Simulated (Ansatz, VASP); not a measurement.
# Se: VASP beside Ansatz

Contents of INCAR:

```
PREC     = Accurate       # precision mode
ENCUT    = 400            # plane-wave cutoff, eV
EDIFF    = 1E-8           # SCF threshold, eV
ISMEAR   = -1             # smearing method
SIGMA    = 0.03           # smearing width, eV
LREAL    = F              # projectors in reciprocal space
LASPH    = T              # aspherical terms in the spheres
NELM     = 120            # most SCF steps
ALGO     = Normal         # electronic algorithm
ISIF     = 2              # what is computed and relaxed
LWAVE    = F              # write WAVECAR
LCHARG   = F              # write CHGCAR
GGA      = PE             # functional
LEFG     = T            
NBANDS   = 16             # bands
GGA_COMPAT= F
```

File KPOINTS:

```
regular mesh
0
Gamma
  8 8 6
```

Contents of POSCAR:

```
Se
1.0
    4.3551696776      0.0000000000      0.0000000000
   -2.1775848388      3.7716875786      0.0000000000
    0.0000000000      0.0000000000      4.8009665000
Se
3
Direct
    0.2170000000      0.0000000000      0.1666666667
    0.0000000000      0.2170000000      0.8333333333
    0.7830000000      0.7830000000      0.5000000000
```

Input for Ansatz:

```yaml
crystal:
  lattice:
    - [4.3551696776, 0.0, 0.0]
    - [-2.1775848388, 3.7716875786, 0.0]
    - [0.0, 0.0, 4.8009665]
  atoms:
    - { symbol: Se, position: [0.217, 0.0, 0.1666666667] }
    - { symbol: Se, position: [0.0, 0.217, 0.8333333333] }
    - { symbol: Se, position: [0.783, 0.783, 0.5] }
kpoints:
  mp_grid: { grid: [8, 8, 6] }
scf:
  occupations: { method: fermi_dirac, width: 0.03 }
hamiltonian:
  xc: pbe
  pseudopotentials: { kind: paw }
output:
  forces: true
  stress: true
  eigenvalues: true
  efg: { contact_densities: true }
```

Change from the starting cell: zz strain of -3 %, PAW files.

Alike in both runs: task electric field gradients; functional PBE; k mesh 8 × 8 × 6; occupations fermi-dirac, width 0.03 eV; no spin polarisation.

|  | VASP | Ansatz |
| --- | --- | --- |
| version | VASP 6.6.1 | Ansatz 0.2.0 |
| potentials or method | VASP PAW PBE potentials, release 64 (Se) | PAW with Ansatz's default frozen-core files, scalar-relativistic |
| plane-wave cutoff (eV) | 400 | 420 |
| valence electrons in the cell | 18 | 48 |

|  | VASP | Ansatz | Ansatz less VASP |
| --- | --- | --- | --- |
| gap on the k mesh at the Fermi level (eV) | 1.30 | 1.30 | +0.001 |
| pressure (GPa) | 8.9 | 8.7 | -0.19 |
| traceless stress, the component that is largest in VASP (GPa) | 3.66 | 3.57 | -0.087 |
| rms of the force components (eV/Å) | 0.986 | 0.953 | -0.0328 |
| size of Vzz on the site where it differs most (V/Å²) | 487.8 | 507.4 | +19.57 |

Atom by atom the forces differ by 0.033 eV/Å (rms over components). With one functional, cell and mesh, what is left measures potentials, basis and numerics. VASP's potentials hold 18 valence electrons a cell and Ansatz's 48, so a difference there can come from the potentials and not from the codes.
